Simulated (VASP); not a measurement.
Input of a VASP 6.6.1 run:

Contents of INCAR:

```
PREC = Accurate
ENCUT = 600
EDIFF = 1E-6
ISMEAR = 0
SIGMA = 0.1
LREAL = F
LASPH = T
NELM = 120
ALGO = Normal
ISIF = 2
LWAVE = F
LCHARG = F
GGA = PE
IVDW = 12
NBANDS = 16
GGA_COMPAT = F
```

KPOINTS

```
Automatic mesh
0
Gamma
  16 16 16
```

POSCAR

```
ZrN
1.0
    0.0000000000      2.2796935537      2.2796935537
    2.2796935537      0.0000000000      2.2796935537
    2.2796935537      2.2796935537      0.0000000000
Zr N
1 1
Direct
    0.5000000000      0.5000000000      0.5000000000
    0.0000000000      0.0000000000      0.0000000000
```

Potentials or basis: VASP PAW PBE potentials, release 64 (Zr_sv, N).

Launch:

```console
$ cat potpaw_PBE.64/Zr_sv/POTCAR potpaw_PBE.64/N/POTCAR > POTCAR
$ mpirun -np 1 vasp_std > vasp.out
```

What does it give for the pressure?

0.1 GPa.

Estimate the dispersion energy per atom.

-0.434 eV.

Estimate the band gap on the k mesh.

zero (an odd number of electrons rules out a gap without spin polarisation).

Caveat: an odd number of electrons without spin polarisation forces a metal; a magnetic or distorted state may lie lower.
